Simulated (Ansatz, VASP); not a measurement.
# GaN in VASP and in Ansatz

```
CELL_PARAMETERS angstrom
0.00000 2.25350 2.25350
2.25350 0.00000 2.25350
2.25350 2.25350 0.00000
ATOMIC_POSITIONS crystal
Ga 0.00643 0.99831 0.99469
N 0.24250 0.24820 0.25662
```

Change from the starting cell: atoms moved at random, drawn with an rms of 0.05 Å.

Alike in both runs: task single point; functional PBE; k mesh 10 × 10 × 10; occupations fermi-dirac, width 0.05 eV; no spin polarisation.

```csv
,VASP,Ansatz
version,VASP 6.6.1,Ansatz 0.2.0
potentials or method,"VASP PAW PBE potentials, release 64 (Ga_d, N), cutoff 520 eV","all-electron LAPW, scalar-relativistic"
```

Ansatz gave:

- gap on the k mesh at the Fermi level (eV): 1.65
- least direct gap on the mesh (eV): 1.65
- pressure (GPa): 5.1
- traceless stress, the component that is largest in VASP (GPa): 1.88
- rms of the force components (eV/Å): 0.291

Q: Which values does VASP return?

A: gap on the k mesh at the Fermi level (eV): 1.64; least direct gap on the mesh (eV): 1.64; pressure (GPa): 5.2; traceless stress, the component that is largest in VASP (GPa): 1.85; rms of the force components (eV/Å): 0.288.

Atom by atom the forces differ by 0.003 eV/Å (rms over components). Ansatz ran all-electron here, and VASP with PAW potentials.
